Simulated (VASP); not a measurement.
The system is HfC.

```xyz
4
Lattice="3.3429 0.0000 0.0000 -1.6714 2.8950 0.0000 0.0000 0.0000 5.2027" Properties=species:S:1:pos:R:3 pbc="T T T"
Hf    1.6714    0.9650    3.9020
Hf    0.0000    1.9300    1.3007
C     0.0000    0.0000    0.0000
C     0.0000    0.0000    2.6014
```

Base run:

- Program: VASP 6.6.1
- Functional: PBEsol
- Potentials or basis: VASP PAW PBE potentials, release 64 (Hf_pv, C)
- Cutoff: 520 eV
- k mesh: 7 × 7 × 4
- Occupations: fermi-dirac, width 0.15 eV
- Spin: no spin polarisation

Its results: band gap on the k mesh zero (band 14 reaches 7.25 eV, above the bottom of band 15 at 6.06 eV); pressure -7.8 GPa.

Task: The run is repeated on the same cell with these changes: functional from PBEsol to BLYP. What comes out?

Result: Band gap on the k mesh zero (band 14 reaches 8.02 eV, above the bottom of band 15 at 6.79 eV); pressure 6.8 GPa.

BLYP binds less tightly than PBEsol, so the same cell stands under more pressure.

Caveats: the PAW data sets were made with another functional, which shifts forces and pressure a little; spin-orbit coupling is left out, which moves the levels of the heavy elements.
